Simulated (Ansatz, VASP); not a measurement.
## Two plane-wave programs on Li2Se

```
Li Se
1.0
     0.00000    2.99350    2.99350
     2.99350    0.00000    2.99350
     2.99350    2.99350    0.00000
Li Se
2 1
Direct
  0.75000 0.75000 0.75000
  0.25000 0.25000 0.25000
  0.00000 0.00000 0.00000
```

Alike in both runs: task single point; functional HSE06; k mesh 6 × 6 × 6; no spin polarisation.

|  | VASP | Ansatz |
| --- | --- | --- |
| version | VASP 6.6.1 | Ansatz 0.2.0 |
| potentials or method | VASP PAW PBE potentials, release 64 (Li_sv, Se) | plane waves, PAW |
| plane-wave cutoff (eV) | 650 | 420 |
| occupations | gaussian, width 0.01 eV | fixed |
| valence electrons in the cell | 12 | 22 |

VASP gave:

- gap on the k mesh at the Fermi level (eV): 3.83
- pressure (GPa): -0.5

**Question.** Estimate Ansatz's values.

**Answer.** gap on the k mesh at the Fermi level (eV): 3.82; pressure (GPa): -0.3.

VASP's potentials hold 12 valence electrons a cell and Ansatz's 22, so a difference there can come from the potentials and not from the codes. Ansatz's warnings: stress exchange threshold loose, stress scf threshold loose.
